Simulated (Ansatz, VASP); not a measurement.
**C: VASP beside Ansatz**

POSCAR

```
C
1.0
    0.0130558426      1.7753787438      1.7753787438
    1.7753787438      0.0130558426      1.7753787438
    1.7753787438      1.7753787438      0.0130558426
C
2
Direct
    0.0000703803      0.0000703803      0.0000703803
    0.2499296197      0.2499296197      0.2499296197
```

Contents of INCAR.step1:

```
SYSTEM = C
PREC     = Accurate       ! precision mode
ENCUT    = 520            ! plane-wave cutoff, eV
ISMEAR   = 0              ! smearing method
SIGMA    = 0.01           ! smearing width, eV
LREAL    = .FALSE.        ! projectors in reciprocal space
LASPH    = .TRUE.         ! aspherical terms in the spheres
NELM     = 60             ! most SCF steps
NBANDS   = 11             ! bands
GGA      = PE             ! functional
ALGO     = Normal         ! electronic algorithm
EDIFF    = 1E-4           ! SCF threshold, eV
LWAVE    = .TRUE.         ! write WAVECAR
LCHARG   = .FALSE.        ! write CHGCAR
```

The input INCAR.step2:

```
SYSTEM = C
PREC     = Accurate       ! precision mode
ENCUT    = 520            ! plane-wave cutoff, eV
EDIFF    = 1E-6           ! SCF threshold, eV
ISMEAR   = 0              ! smearing method
SIGMA    = 0.01           ! smearing width, eV
LREAL    = .FALSE.        ! projectors in reciprocal space
LASPH    = .TRUE.         ! aspherical terms in the spheres
NELM     = 60             ! most SCF steps
ALGO     = Normal         ! electronic algorithm
ISIF     = 2              ! what is computed and relaxed
LWAVE    = .FALSE.        ! write WAVECAR
LCHARG   = .TRUE.         ! write CHGCAR
METAGGA  = R2SCAN         ! meta-GGA
LMIXTAU  = .TRUE.       
LELF     = .TRUE.         ! ELF
LVHAR    = .TRUE.       
NBANDS   = 11             ! bands
ISTART   = 1
```

KPOINTS

```
Automatic mesh
0
G
  12 12 12
  0 0 0
```

Input for Ansatz:

```yaml
crystal:
  lattice:
    - [0.0130558426, 1.7753787438, 1.7753787438]
    - [1.7753787438, 0.0130558426, 1.7753787438]
    - [1.7753787438, 1.7753787438, 0.0130558426]
  atoms:
    - { symbol: C, position: [7.03803e-05, 7.03803e-05, 7.03803e-05] }
    - { symbol: C, position: [0.2499296197, 0.2499296197, 0.2499296197] }
kpoints:
  mp_grid: { grid: [12, 12, 12] }
  band_path:
    path:
      - [0.0, 0.0, 0.0]
      - [0.5, 0.0, 0.5]
      - [0.625, 0.25, 0.625]
      - [0.375, 0.375, 0.75]
      - [0.5, 0.5, 0.5]
      - [0.5, 0.25, 0.75]
      - [-0.001302, 0.364583, 0.364583]
    npoints: 1
hamiltonian:
  xc: r2scan
scf:
  occupations: { method: fixed }
  n_extra_bands: 4
output:
  forces: true
  stress: true
  eigenvalues: true
```

Change from the starting cell: epitaxial_111 strain -1.0%.

Alike in both runs: task single point; functional r2SCAN; k mesh 12 × 12 × 12; no spin polarisation.

```csv
,VASP,Ansatz
version,VASP 6.6.1,Ansatz 0.2.0
potentials or method,"VASP PAW PBE potentials, release 64 (C)","plane waves, PAW"
plane-wave cutoff (eV),520,500
occupations,"gaussian, width 0.01 eV",fixed
valence electrons in the cell,8,8
```

|  | VASP | Ansatz | Ansatz less VASP |
| --- | --- | --- | --- |
| gap on the k mesh at the Fermi level (eV) | 4.39 | 4.42 | +0.031 |
| pressure (GPa) | 10.2 | 9.0 | -1.20 |
| traceless stress, the component that is largest in VASP (GPa) | -4.53 | -4.50 | +0.028 |

VASP's potentials were made for PBE, not for r2SCAN.
